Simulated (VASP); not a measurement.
Crystal: I.

```
CELL_PARAMETERS angstrom
4.47725 0.00000 0.00000
-2.23863 3.87741 0.00000
0.00000 0.00000 11.49470
ATOMIC_POSITIONS crystal
I 0.33333 0.66667 0.16100
I 0.66667 0.33333 0.66100
I 0.33333 0.66667 0.33900
I 0.66667 0.33333 0.83900
```

| Property | Result |
| --- | --- |
| Program | VASP 6.6.1 |
| Task | relaxation of cell and atoms |
| Functional | PBE |
| Potentials or basis | VASP PAW PBE potentials, release 64 (I) |
| Cutoff | 600 eV |
| k mesh | 6 × 6 × 2 |
| Occupations | gaussian, width 0.1 eV |
| Spin | no spin polarisation |

At the start: pressure 30.9 GPa; volume 49.89 Å³/atom.

Task: How do energy, volume and symmetry change on relaxing?

Result: Over 30 steps the energy falls by 2949.4 meV/atom and the volume is 53.12 Å³/atom (+6.5 %); space group P6_3/mmc (No. 194, to 0.1 Å) before and after.

The path:
| step | energy change (eV) | largest force (eV/Å) | pressure (GPa) | volume (Å³) |
| --- | --- | --- | --- | --- |
| 1 | 0.0000 | 27.7040 | 30.88 | 199.55 |
| 2 | -9.0208 | 0.1962 | -0.81 | 484.67 |
| 3 | -9.0224 | 0.2066 | -0.82 | 482.78 |
| 4 | -9.0258 | 0.2361 | -0.85 | 476.97 |
| 5 | -8.9864 | 0.4559 | -1.30 | 356.17 |
| 6 | -9.0573 | 0.4041 | -1.73 | 277.29 |
| 7 | -9.4553 | 0.0636 | -2.25 | 238.28 |
| 8 | -10.0425 | 0.3826 | -2.57 | 218.88 |
| 9 | -10.5060 | 0.7040 | -2.59 | 209.20 |
| 10 | -10.7741 | 0.8545 | -2.47 | 204.38 |
| 11 | -10.9133 | 0.9169 | -2.36 | 201.96 |
| 12 | -10.9834 | 0.9438 | -2.29 | 200.76 |
| 13 | -11.0185 | 0.9557 | -2.26 | 200.15 |
| 14 | -11.0360 | 0.9610 | -2.24 | 199.85 |
| 15 | -11.0448 | 0.9636 | -2.23 | 199.70 |
| 16 | -11.0492 | 0.9651 | -2.22 | 199.63 |
| 17 | -11.0514 | 0.9656 | -2.23 | 199.59 |
| 18 | -11.0525 | 0.9658 | -2.23 | 199.57 |
| 19 | -11.0530 | 0.9661 | -2.22 | 199.56 |
| 20 | -11.6118 | 0.7741 | 0.18 | 183.61 |
| 21 | -11.6314 | 0.5683 | 1.03 | 180.56 |
| 22 | -11.7009 | 0.2129 | 1.14 | 184.95 |
| 23 | -11.7242 | 0.1976 | 1.43 | 189.31 |
| 24 | -11.7713 | 0.0411 | 0.67 | 195.84 |
| 25 | -11.7862 | 0.2061 | -0.28 | 206.78 |
| 26 | -11.7888 | 0.1395 | -0.05 | 203.80 |
| 27 | -11.7888 | 0.1328 | -0.03 | 203.50 |
| 28 | -11.7922 | 0.0846 | 0.01 | 205.06 |
| 29 | -11.7965 | 0.0709 | 0.16 | 209.78 |
| 30 | -11.7976 | 0.0386 | 0.05 | 212.49 |

Final structure:
```
I
1.0
     4.74301    0.00000    0.00000
    -2.37151    4.10757    0.00000
     0.00000    0.00000   10.90690
I
4
Direct
  0.33333 0.66667 0.12493
  0.66667 0.33333 0.62493
  0.33333 0.66667 0.37507
  0.66667 0.33333 0.87507
```

Caveat: this functional lacks dispersion, which holds the molecules together, so the pressure and a relaxed volume are unreliable.
